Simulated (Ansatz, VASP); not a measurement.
# Two plane-wave programs on Cr2O3

```xyz
10
Lattice="2.4475 1.4130 4.4773 -2.4475 1.4130 4.4773 0.0000 -2.8261 4.4773" Properties=species:S:1:pos:R:3 pbc="T T T"
Cr    0.0000    0.0000   11.3809
Cr    0.0000    0.0000    8.7671
Cr    0.0000    0.0000    2.0511
Cr    0.0000    0.0000    4.6649
O    -0.9398   -1.4130    5.5967
O     1.6936   -0.1074    5.5967
O    -0.7538    1.5204    5.5967
O     0.9398    1.4130    7.8353
O    -1.6936    0.1074    7.8353
O     0.7538   -1.5204    7.8353
```

Alike in both runs: task single point; functional PBE; k mesh 4 × 4 × 4; occupations gaussian, width 0.05 eV; collinear spin; Hubbard terms Cr d U = 2.3 eV.

```csv
,VASP,Ansatz
version,VASP 6.6.1,Ansatz 0.2.0
potentials or method,"VASP PAW PBE potentials, release 64 (Cr_pv, O), cutoff 520 eV","PAW, plane waves, scalar-relativistic"
valence electrons in the cell,84,92
```

```tsv
	VASP	Ansatz	Ansatz less VASP
pressure (GPa)	23.3	20.5	-2.79
traceless stress, the component that is largest in VASP (GPa)	-0.12	-0.13	-0.012
rms of the force components (eV/Å)	0.260	0.275	+0.0151
net moment per atom (μB)	1.20	1.20	0.000
size of the moment on the site where the two differ most (μB)	2.92	2.42	-0.504
```

Site moments also hang on the region over which each program counts them. The programs project onto different local orbitals, so the same U acts differently, and such runs can settle in different states. Atom by atom the forces differ by 0.028 eV/Å (rms over components). VASP's potentials hold 84 valence electrons a cell and Ansatz's 92, so a difference there can come from the potentials and not from the codes. Ansatz's warnings: stability check not made.
